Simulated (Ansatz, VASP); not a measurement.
**As in VASP and in Ansatz**

Contents of INCAR:

```
PREC = Accurate
ENCUT = 520
EDIFF = 1E-7
ISMEAR = 0
SIGMA = 0.05
LREAL = F
LASPH = T
NELM = 100
ALGO = Normal
ISIF = 2
LWAVE = F
LCHARG = F
LDIPOL = T
IDIPOL = 3
DIPOL = 0.5 0.5 0.371
GGA = PE
IVDW = 12
NBANDS = 18
```

KPOINTS

```
regular mesh
0
Gamma
  9 9 1
```

POSCAR

```
As
1.0
    3.5716242768      0.0000000000      0.0000000000
   -1.7858121384      3.0931173565      0.0000000000
    0.0000000000      0.0000000000     20.2951239260
As
4
Direct
    0.3333333333      0.6666666667      0.2217281361
    0.6666666667      0.3333333333      0.2905900937
    0.8333333333      0.6666666667      0.4517125392
    1.1666666667      0.3333333333      0.5205744968
```

Input for Ansatz:

```yaml
crystal:
  lattice:
    - [3.5716243461, 0.0, 0.0]
    - [-1.7858121731, 3.0931174165, 0.0]
    - [0.0, 0.0, 20.295123953]
  atoms:
    - { symbol: As, position: [0.3333333333, 0.6666666667, 0.2217281358] }
    - { symbol: As, position: [0.6666666667, 0.3333333333, 0.290590094] }
    - { symbol: As, position: [0.8333333333, 0.6666666667, 0.4517125393] }
    - { symbol: As, position: [1.1666666667, 0.3333333333, 0.5205744975] }
basis:
  ecutwfc: 420
kpoints:
  mp_grid: { grid: [9, 9, 1] }
hamiltonian:
  xc: pbe
  dispersion: d3bj
scf:
  occupations: { method: gaussian, width: 0.05 }
output:
  forces: true
  eigenvalues: true
efield:
  axis: 3
  dipole_correction: true
  ramp_width: 0.04
```

Alike in both runs: task single point; functional PBE; dispersion D3(BJ); k mesh 9 × 9 × 1; occupations gaussian, width 0.05 eV; no spin polarisation.

```csv
,VASP,Ansatz
version,VASP 6.6.1,Ansatz 0.2.0
potentials or method,"VASP PAW PBE potentials, release 64 (As), cutoff 520 eV","scalar-relativistic, plane waves, PAW"
valence electrons in the cell,20,60
```

```tsv
	VASP	Ansatz	Ansatz less VASP
gap on the k mesh at the Fermi level (eV)	0.84	0.87	+0.023
least direct gap on the mesh (eV)	1.52	1.54	+0.022
rms of the force components (eV/Å)	0.049	0.045	-0.0035
```

Atom by atom the forces differ by 0.053 eV/Å (rms over components). VASP's potentials hold 20 valence electrons a cell and Ansatz's 60, so a difference there can come from the potentials and not from the codes.
